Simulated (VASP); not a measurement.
Crystal: MgSe.

```xyz
2
Lattice="0.0000 2.7363 2.7363 2.7363 0.0000 2.7363 2.7363 2.7363 0.0000" Properties=species:S:1:pos:R:3 pbc="T T T"
Mg    0.0000    0.0000    0.0000
Se    2.7363    2.7363    2.7363
```

Base run:

- Program: VASP 6.6.1
- Functional: r2SCAN
- Potentials or basis: VASP PAW PBE potentials, release 64 (Mg, Se)
- Cutoff: 660 eV
- k mesh: 8 × 8 × 8
- Occupations: gaussian, width 0.01 eV
- Spin: no spin polarisation

Its results: band gap on the k mesh 2.44 eV, indirect (least direct gap 3.41 eV); pressure -0.3 GPa.

**Question.** The run is repeated on the same cell with these changes: functional from r2SCAN to PBE; cutoff from 660 eV to 600 eV. What comes out?

**Answer.** Band gap on the k mesh 1.78 eV, indirect (least direct gap 2.52 eV); pressure 1.1 GPa.

r2SCAN gives the wider gap, since meta-GGAs in the generalised Kohn-Sham scheme recover part of the derivative discontinuity.

Caveats: the PAW data sets were made with another functional, which shifts forces and pressure a little (some runs).

A k mesh can miss the band edges.
